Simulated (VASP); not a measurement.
Here is a VASP 6.6.1 calculation.

INCAR

```
SYSTEM = Ca
PREC = Accurate
ENCUT = 600
EDIFF = 1E-6
ISMEAR = -1
SIGMA = 0.05
LREAL = .False.
LASPH = .True.
NELM = 100
ALGO = Normal
ISIF = 3
LWAVE = .False.
LCHARG = .False.
GGA = PE
IBRION = 2
NSW = 60
EDIFFG = -0.005
PSTRESS = 210.0
```

The input KPOINTS:

```
regular mesh
0
Gamma
  13 13 7
  0 0 0
```

POSCAR

```
Ca
1.0
    3.2875228146      0.0000000000      0.0000000000
   -1.6437614073      2.8470782730      0.0000000000
    0.0000000000      0.0000000000      5.3257869596
Ca
2
Direct
    0.3333333333      0.6666666667      0.2500000000
    0.6666666667      0.3333333333      0.7500000000
```

Potentials or basis: VASP PAW PBE potentials, release 64 (Ca_sv).

Run with:

```sh
$ cat potpaw_PBE.64/Ca_sv/POTCAR > POTCAR
$ mpirun -np 1 vasp_std > vasp.out
```

(1) Predict the relaxed volume.

(2) Estimate the relaxed cell.

(3) What does it give for the band gap on the k mesh?

Answers

(1) 24.54 Å³/atom.

(2) a = 3.231 Å, b = 3.231 Å, c = 5.430 Å, α = 90.00°, β = 90.00°, γ = 120.00°.

(3) zero (bands 10 and 11 overlap by 0.40 eV).

Caveat: the cell is relaxed towards a set pressure, so the run minimises the enthalpy, not the energy.
